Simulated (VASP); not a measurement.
Set up this calculation in VASP 6.6.1, as the native input.

* Task: single point
* Functional: PBEsol
* Potentials or basis: VASP PAW PBE potentials, release 64 (Sr_sv, Ti_sv, O)
* Cutoff: 520 eV
* k mesh: 8 × 8 × 8
* Occupations: gaussian, width 0.05 eV
* Spin: no spin polarisation
* Dipole correction: no
* Further INCAR settings: ALGO = Normal; EDIFF = 1e-07; NBANDS = 28

The structure of SrTiO3 lies in POSCAR:

```
SrTiO3
1.0
    3.8913815400      0.0000000000      0.0000000000
    0.0000000000      3.8913815400      0.0000000000
    0.0000000000      0.0000000000      3.8913815400
Sr Ti O
1 1 3
Direct
    0.0571705675      0.0000000000      0.0000000000
    0.4320738436      0.5000000000      0.5000000000
   -0.0300861864      0.5000000000      0.5000000000
    0.4601064161      0.0000000000      0.5000000000
    0.4601064161      0.5000000000      0.0000000000
```

This cell differs from its parent crystal: atoms displaced along a vibrational mode.

The input as run:

INCAR

```
PREC = Accurate
ENCUT = 520
EDIFF = 1E-7
ISMEAR = 0
SIGMA = 0.05
LREAL = False
LASPH = True
NELM = 100
ALGO = Normal
ISIF = 2
LWAVE = False
LCHARG = False
GGA = PS
NBANDS = 28
```

KPOINTS

```
Automatic mesh
0
Gamma
  8 8 8
```

Potentials or basis: VASP PAW PBE potentials, release 64 (Sr_sv, Ti_sv, O).

Run with:

```bash
$ cat potpaw_PBE.64/Sr_sv/POTCAR potpaw_PBE.64/Ti_sv/POTCAR potpaw_PBE.64/O/POTCAR > POTCAR
$ mpirun -np 1 vasp_std > vasp.out
```

Results of the run:

```
Pressure               : 6.7 GPa
Largest force          : 1.893 eV/Å
Band gap on the k mesh : 1.83 eV (least direct gap 2.28 eV)
```

Caveat: the cell differs from its parent crystal (atoms displaced along a vibrational mode); the cell stands under pressure; the PAW data sets were made with another functional, which shifts forces and pressure a little.

It took 85 s on 1 thread of Intel(R) Xeon(R) Platinum 8488C (Sapphire Rapids), with other jobs on the host, peak memory 0.25 GiB.
